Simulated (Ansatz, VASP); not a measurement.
## One calculation of CaOs, two programs

File INCAR:

```
PREC = Accurate
ENCUT = 520
EDIFF = 1E-6
ISMEAR = 0
SIGMA = 0.1
LREAL = False
LASPH = True
NELM = 80
ALGO = Normal
ISIF = 2
LWAVE = False
LCHARG = False
GGA = PE
NBANDS = 16
```

Contents of KPOINTS:

```
regular mesh
0
Gamma
  6 6 6
```

The input POSCAR:

```
CaOs
1.0
    0.0000000000      2.7626852228      2.7626852228
    2.7626852228      0.0000000000      2.7626852228
    2.7626852228      2.7626852228      0.0000000000
Ca Os
1 1
Direct
    0.0000000000      0.0000000000      0.0000000000
    0.5000000000      0.5000000000      0.5000000000
```

Input for Ansatz:

```yaml
crystal:
  lattice:
    - [0.0, 2.7626852228, 2.7626852228]
    - [2.7626852228, 0.0, 2.7626852228]
    - [2.7626852228, 2.7626852228, 0.0]
  atoms:
    - { symbol: Ca, position: [0.0, 0.0, 0.0] }
    - { symbol: Os, position: [0.5, 0.5, 0.5] }
basis:
  ecutwfc: 420
kpoints:
  mp_grid: { grid: [6, 6, 6] }
hamiltonian:
  xc: pbe
scf:
  occupations: { method: gaussian, width: 0.1 }
  lower_state_search: "off"
output:
  forces: true
  stress: true
  eigenvalues: true
```

Alike in both runs: task single point; functional PBE; k mesh 6 × 6 × 6; occupations gaussian, width 0.1 eV; no spin polarisation.

|  | VASP | Ansatz |
| --- | --- | --- |
| version | VASP 6.6.1 | Ansatz 0.2.0 |
| potentials or method | VASP PAW PBE potentials, release 64 (Ca_sv, Os), cutoff 520 eV | scalar-relativistic, plane waves, PAW |
| valence electrons in the cell | 18 | 26 |

```csv
,VASP,Ansatz,Ansatz less VASP
gap on the k mesh at the Fermi level (eV),none,none,-
pressure (GPa),10.0,9.8,-0.25
```

A gap of «none» marks a metal or a gap that the smearing closes. VASP's potentials hold 18 valence electrons a cell and Ansatz's 26, so a difference there can come from the potentials and not from the codes.

Neither program's run includes spin-orbit coupling.
